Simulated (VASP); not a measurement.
# Be2CdS2 (P6/mmm) in VASP: further runs

The runs below take Be2CdS2 through single point, relaxation of cell and atoms, with PBE.

All numbers are computed with VASP 6.6.1; they aren't measurements. Logs are shortened: lines on timing, memory, paths and dates and some standing lists are left out, and cuts for length are marked.

### Step 1. The cell of the first run

Symmetry: P6/mmm, No. 191, hexagonal system. The conventional cell has a = 4.520 Å, b = 4.520 Å, c = 4.461 Å, α = 90.00°, β = 90.00°, γ = 120.00°. Within 2.9 Å of Be (site symmetry -6m2) lie 2 S at 2.23 Å and 3 Be at 2.61 Å and 3 Cd at 2.61 Å. Within 3.4 Å of Cd (site symmetry 6/mmm) lie 6 Be at 2.61 Å. S (site symmetry -6m2) has 2 Be at 2.23 Å and 3 S at 2.61 Å within 2.9 Å.

### Step 2. Single point, PBE

Input file INCAR:

```
SYSTEM = Be2CdS2
PREC = Accurate ; ENCUT = 520
EDIFF = 1E-6 ; ISMEAR = 0
SIGMA = 0.1 ; LREAL = .FALSE.
LASPH = .TRUE. ; NELM = 100
ALGO = Normal ; ISIF = 2
LWAVE = .FALSE. ; LCHARG = .FALSE.
GGA = PE ; NBANDS = 22
```

Input file KPOINTS:

```
Automatic mesh
0
G
  6 6 4
  0 0 0
```

Input file POSCAR:

```
Be2CdS2
1.0
    4.5195191749      0.0000000000      0.0000000000
   -2.2597595875      3.9140184184      0.0000000000
    0.0000000000      0.0000000000      4.4608163571
Be Cd S
2 1 2
Direct
    0.3333333333      0.6666666667      0.0000000000
    0.6666666667      0.3333333333      0.0000000000
    0.0000000000      0.0000000000      0.0000000000
    0.3333333333      0.6666666667      0.5000000000
    0.6666666667      0.3333333333      0.5000000000
```

Potentials or basis: VASP PAW PBE potentials, release 64 (Be, Cd, S).

Started as:

```
$ cat potpaw_PBE.64/Be/POTCAR potpaw_PBE.64/Cd/POTCAR potpaw_PBE.64/S/POTCAR > POTCAR
$ mpirun -np 1 vasp_std > vasp.out
```

OUTCAR:

```text
SYSTEM = Be2CdS2
   PREC = Accurate
   ENCUT = 520
   EDIFF = 1E-6
   ISMEAR = 0
   LREAL = .FALSE.
   LASPH = .TRUE.
   NELM = 100
   ISIF = 2
   GGA = PE

 ion  position               nearest neighbor table
   1  0.333  0.667  0.000-   4 2.23   4 2.23   3 2.61   3 2.61   3 2.61
   2  0.667  0.333  0.000-   5 2.23   5 2.23   3 2.61   3 2.61   3 2.61
   3  0.000  0.000  0.000-   1 2.61   2 2.61   2 2.61   1 2.61   2 2.61   1 2.61
   4  0.333  0.667  0.500-   1 2.23   1 2.23   5 2.61   5 2.61   5 2.61
   5  0.667  0.333  0.500-   2 2.23   2 2.23   4 2.61   4 2.61   4 2.61

  LATTYP: Found a hexagonal cell.
 ALAT       =     4.5195191749
 C/A-ratio  =     0.9870112692

  Lattice vectors:

 A1 = (   4.5195191749,   0.0000000000,   0.0000000000)
 A2 = (  -2.2597595875,   3.9140184184,   0.0000000000)
 A3 = (   0.0000000000,   0.0000000000,   4.4608163571)

Analysis of symmetry for initial positions (statically):
=====================================================================
 Subroutine PRICEL returns:
 Original cell was already a primitive cell.

 Routine SETGRP: Setting up the symmetry group for a
 hexagonal supercell.

 Subroutine GETGRP returns: Found 24 space group operations
 (whereof 24 operations were pure point group operations)
 out of a pool of 24 trial point group operations.

The static configuration has the point symmetry D_6h.

Analysis of symmetry for dynamics (positions and initial velocities):
=====================================================================
 Subroutine PRICEL returns:
 Original cell was already a primitive cell.

 Routine SETGRP: Setting up the symmetry group for a
 hexagonal supercell.

 Subroutine GETGRP returns: Found 24 space group operations
 (whereof 24 operations were pure point group operations)
 out of a pool of 24 trial point group operations.

The dynamic configuration has the point symmetry D_6h.

 Subroutine INISYM returns: Found 24 space group operations
 (whereof 24 operations are pure point group operations),
 and found     1 'primitive' translations

----------------------------------------------------------------------------------------

                                     Primitive cell

  volume of cell :      78.9095

  direct lattice vectors                    reciprocal lattice vectors
     4.519519175  0.000000000  0.000000000     0.221262475  0.127745950  0.000000000
    -2.259759588  3.914018418  0.000000000     0.000000000  0.255491899  0.000000000
     0.000000000  0.000000000  4.460816357     0.000000000  0.000000000  0.224174214

  length of vectors
     4.519519175  4.519519175  4.460816357     0.255491899  0.255491899  0.224174214

  position of ions in fractional coordinates (direct lattice)
     0.333333333  0.666666667  0.000000000
     0.666666667  0.333333333  0.000000000
     0.000000000  0.000000000  0.000000000
     0.333333333  0.666666667  0.500000000
     0.666666667  0.333333333  0.500000000

  ion indices of the primitive-cell ions
   primitive index   ion index
                 1           1
                 2           2
                 3           3
                 4           4
                 5           5

----------------------------------------------------------------------------------------

 KPOINTS: Automatic mesh

Automatic generation of k-mesh.
 Grid dimensions read from file:
 generate k-points for:    6    6    4

 Generating k-lattice:

  Cartesian coordinates                     Fractional coordinates (reciprocal lattice)
     0.036877079  0.021290992  0.000000000     0.166666667  0.000000000  0.000000000
     0.000000000  0.042581983  0.000000000     0.000000000  0.166666667  0.000000000
     0.000000000  0.000000000  0.056043553     0.000000000  0.000000000  0.250000000

  Length of vectors
     0.042581983  0.042581983  0.056043553

  Shift w.r.t. Gamma in fractional coordinates (k-lattice)
     0.000000000  0.000000000  0.000000000

 Subroutine IBZKPT returns following result:
 ===========================================

 Found     21 irreducible k-points:

 Following reciprocal coordinates:
            Coordinates               Weight
  0.000000  0.000000  0.000000      1.000000
  0.166667  0.000000  0.000000      6.000000
  0.333333 -0.000000  0.000000      6.000000
  0.500000  0.000000  0.000000      3.000000
  0.166667  0.166667  0.000000      6.000000
  0.333333  0.166667  0.000000     12.000000
[... 13 lines left out ...]
  0.333333  0.166667  0.500000     12.000000
  0.333333  0.333333  0.500000      2.000000
   k-points           NKPTS =     21   k-points in BZ     NKDIM =     21   number of bands    NBANDS=     22
   number of dos      NEDOS =    301   number of ions     NIONS =      5
   total plane-waves  NPLWV =  46656
   dimension x,y,z NGX =    36 NGY =   36 NGZ =   36
   dimension x,y,z NGXF=    72 NGYF=   72 NGZF=   72
   ions per type =               2   1   2
   NGX,Y,Z   is equivalent  to a cutoff of  13.24, 13.24, 13.42 a.u.
   NGXF,Y,Z  is equivalent  to a cutoff of  26.48, 26.48, 26.83 a.u.
 SYSTEM =  Be2CdS2
   PREC   = accura    normal or accurate (medium, high low for compatibility)
   ISTART =      0    job   : 0-new  1-cont  2-samecut
   ICHARG =      2    charge: 1-file 2-atom 10-const
   ISPIN  =      1    spin polarized calculation?
   LNONCOLLINEAR =      F non collinear calculations
   LSORBIT =      F    spin-orbit coupling
   LASPH  =      T    aspherical Exc in radial PAW
   ENCUT  =  520.0 eV  38.22 Ry    6.18 a.u.   8.40  8.40  8.29*2*pi/ulx,y,z
   NELM   =    100;   NELMIN=  2; NELMDL= -5     # of ELM steps
   EDIFF  = 0.1E-05   stopping-criterion for ELM
   LREAL  =      F    real-space projection
   EDIFFG = 0.1E-04   stopping-criterion for IOM
   NSW    =      0    number of steps for IOM
   IBRION =     -1    ionic relax: 0-MD 1-quasi-New 2-CG
   NFREE  =      0    steps in history (QN), initial steepest desc. (CG)
   ISIF   =      2    stress and relaxation
   ISYM   =      2    0-nonsym 1-usesym 2-fastsym
   POTIM  = 0.5000    time-step for ionic-motion
   TEBEG  =    0.0;   TEEND  =   0.0 temperature during run
   PSTRESS=    0.0 pullay stress
   NELECT =      28.0000    total number of electrons
   NUPDOWN=      -1.0000    fix difference up-down
   EMIN   =  10.00;   EMAX   =-10.00  energy-range for DOS
   EFERMI =   0.00;   METHOD = LEGACY
   ISMEAR =     0;   SIGMA  =   0.10  broadening in eV -4-tet -1-fermi 0-gaus
   EFERMI_NEDOS =   21; number of points for ismear=-14 and -15
   IALGO  =     38    algorithm
   IMIX   =      4    mixing-type and parameters
     AMIX     =   0.40;   BMIX     =  1.00
     AMIX_MAG =   1.60;   BMIX_MAG =  1.00
  volume/ion in A,a.u.               =      15.78       106.50
  Fermi-wavevector in a.u.,A,eV,Ry     =   1.159002  2.190197 18.276525  1.343287
  Thomas-Fermi vector in A             =   2.295599
   LORBIT       =      0    0 simple, 1 ext, 2 COOP (PROOUT), +10 PAW based schemes
   GGA     = PE    functional components
   LHFCALC =     F    Hartree Fock is set to
   AEXX    =    0.0000 exact exchange contribution
   IVDW    =     0    specifies the selected vdW correction
   LEPSILON=     F    determine dielectric tensor
   LRPA    =     F    only Hartree local field effects (RPA)
 non-spin polarized calculation
 Gauss-broadening in eV      SIGMA  =   0.10
  energy-cutoff  :      520.00
  volume of cell :       78.91
 maximum number of plane-waves:      2159
 NGX is ok and might be reduce to    36
   NGX = 17   NGY = 17   NGZ = 17

 number of electron      28.0000006 magnetization

 Free energy of the ion-electron system (eV)
  ---------------------------------------------------
  ext. energy  EPLUGINS =         0.00000000
  ---------------------------------------------------
  free energy    TOTEN  =       -14.29245672 eV

  energy without entropy =      -14.27105244  energy(sigma->0) =      -14.28175458

 E-fermi :   4.5329     XC(G=0): -10.2849

 val. band max:        4.5169494602   @ k =   0.1667   0.0000   0.5000
 cond. band min:       4.5435497375   @ k =   0.3333   0.1667   0.2500
 fundamental gap:      0.0266002773
 Fermi energy:         4.5329497163

 k-point     1 :       0.0000    0.0000    0.0000
  band No.  band energies     occupation
      1     -10.3637      2.00000
      2      -6.1519      2.00000
      3      -4.0673      2.00000
      4      -4.0673      2.00000
      5      -3.9168      2.00000
      6      -3.6547      2.00000
[... 14 lines left out ...]
     21      11.5537      0.00000
     22      11.5537      0.00000

 k-point     2 :       0.1667    0.0000    0.0000
  band No.  band energies     occupation
      1     -10.1912      2.00000
      2      -6.6099      2.00000
      3      -4.0162      2.00000
      4      -3.9770      2.00000
      5      -3.8819      2.00000
      6      -3.7040      2.00000
[... 14 lines left out ...]
     21      10.7146      0.00000
     22      11.2967      0.00000

 k-point     3 :       0.3333   -0.0000    0.0000
  band No.  band energies     occupation
      1      -9.7176      2.00000
      2      -7.5233      2.00000
      3      -3.9183      2.00000
      4      -3.9040      2.00000
      5      -3.7928      2.00000
      6      -3.7845      2.00000
[... 14 lines left out ...]
     21      11.5715      0.00000
     22      12.7852      0.00000
[... 401 lines left out ...]
 k-point    20 :       0.3333    0.1667    0.5000
  band No.  band energies     occupation
      1      -9.2244      2.00000
      2      -8.0016      2.00000
      3      -4.0679      2.00000
      4      -3.9053      2.00000
      5      -3.7369      2.00000
      6      -3.7063      2.00000
[... 14 lines left out ...]
     21      11.8568      0.00000
     22      12.9174      0.00000

 k-point    21 :       0.3333    0.3333    0.5000
  band No.  band energies     occupation
      1      -8.6553      2.00000
      2      -8.6553      2.00000
      3      -3.9685      2.00000
      4      -3.9685      2.00000
      5      -3.7348      2.00000
      6      -3.6306      2.00000
[... 14 lines left out ...]
     21      12.1310      0.00000
     22      12.1310      0.00000

------------------------ aborting loop because EDIFF is reached ----------------------------------------

  FORCE on cell =-STRESS in cart. coord.  units (eV):
  Direction    XX          YY          ZZ          XY          YZ          ZX
  --------------------------------------------------------------------------------------
  -------------------------------------------------------------------------------------
  Total       -0.0610613     -0.0610613      0.0676008      0.0000000     -0.0000000      0.0000000
  in kB       -1.2397876     -1.2397876      1.3725652      0.0000000     -0.0000000      0.0000000
  external PRESSURE =      -0.3690033 kB  Pullay stress =       0.0000000 kB

 VOLUME and BASIS-vectors are now :
 -----------------------------------------------------------------------------
  energy-cutoff  :      520.00
  volume of cell :       78.91
      direct lattice vectors                 reciprocal lattice vectors
     4.519519175  0.000000000  0.000000000     0.221262475  0.127745950  0.000000000
    -2.259759588  3.914018418  0.000000000     0.000000000  0.255491899  0.000000000
     0.000000000  0.000000000  4.460816357     0.000000000  0.000000000  0.224174214

 POSITION                                       TOTAL-FORCE (eV/Angst)
 -----------------------------------------------------------------------------------
     -0.00000      2.60935      0.00000        -0.000000      0.000000     -0.000000
      2.25976      1.30467      0.00000         0.000000     -0.000000      0.000000
      0.00000      0.00000      0.00000         0.000000      0.000000     -0.000000
     -0.00000      2.60935      2.23041         0.000000     -0.000000      0.000000
      2.25976      1.30467      2.23041        -0.000000      0.000000     -0.000000
 -----------------------------------------------------------------------------------
    total drift:                                0.000000     -0.000000     -0.000000

  FREE ENERGIE OF THE ION-ELECTRON SYSTEM (eV)
  ---------------------------------------------------
  free  energy   TOTEN  =       -14.2924567186 eV

  energy  without entropy=      -14.2710524427  energy(sigma->0) =      -14.28175458
```

Run time: 20 s. Hardware: 1 thread of Intel Xeon 6975P-C (Granite Rapids), shared host; peak memory 0.22 GiB.

Results:

```yaml
Free_energy: -14.2925 eV
Pressure: 0.0 GPa
Band_gap_on_the_k_mesh: zero (band 14 reaches 5.77 eV, above the bottom of band 15 at 3.58 eV)
```

[end of part 1 of 2]
